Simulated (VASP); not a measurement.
The system is ZnO.

```
Zn O
1.0
     3.23534    0.00000    0.00000
    -1.61767    2.80189    0.00000
     0.00000    0.00000    5.21095
Zn O
2 2
Direct
  0.33333 0.66667 0.99765
  0.66667 0.33333 0.49765
  0.33333 0.66667 0.37735
  0.66667 0.33333 0.87735
```

Base run:

- Program: VASP 6.6.1
- Functional: PBE
- Potentials or basis: VASP PAW PBE potentials, release 64 (Zn, O)
- Cutoff: 520 eV
- k mesh: 12 × 12 × 6
- Occupations: fermi-dirac, width 0.02 eV
- Spin: no spin polarisation

Its results: band gap on the k mesh 0.79 eV, direct; pressure 7.2 GPa; largest force 0.003 eV/Å.

Question: The run is repeated on the same cell with these changes: functional from PBE to r2SCAN; occupations from fermi-dirac, width 0.02 eV to gaussian, width 0.01 eV. What comes out?

Answer: Band gap on the k mesh 1.23 eV, direct; pressure 1.0 GPa; largest force 0.003 eV/Å.

Caveats: the PAW data sets were made with another functional, which shifts forces and pressure a little (some runs).

